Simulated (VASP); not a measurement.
The system is SiO.

```
Si O
1.0
     2.80697    0.00000    0.00000
     0.00000    2.80697    0.00000
     0.00000    0.00000    2.80697
Si O
1 1
Direct
  0.00000 0.00000 0.00000
  0.50000 0.50000 0.50000
```

Base run:

- Program: VASP 6.6.1
- Functional: RPBE
- Potentials or basis: VASP PAW PBE potentials, release 64 (Si, O)
- Cutoff: 520 eV
- k mesh: 9 × 9 × 9
- Occupations: fermi-dirac, width 0.05 eV
- Spin: no spin polarisation

Its results: band gap on the k mesh zero (band 5 reaches 8.25 eV, above the bottom of band 6 at 7.65 eV); pressure 2.6 GPa.

After a change of settings the same cell gave: band gap on the k mesh zero (band 5 reaches 8.28 eV, above the bottom of band 6 at 7.27 eV); pressure -0.7 GPa. Which change was it?
A. functional from RPBE to PBEsol; dispersion from none to D3(BJ)
B. functional from RPBE to PBE; k mesh from 9 × 9 × 9 to 8 × 8 × 8
C. functional from RPBE to revPBE
D. functional from RPBE to PBE; occupations from fermi-dirac, width 0.05 eV to gaussian, width 0.011 eV

B.

Caveats: the PAW data sets were made with another functional, which shifts forces and pressure a little (some runs).
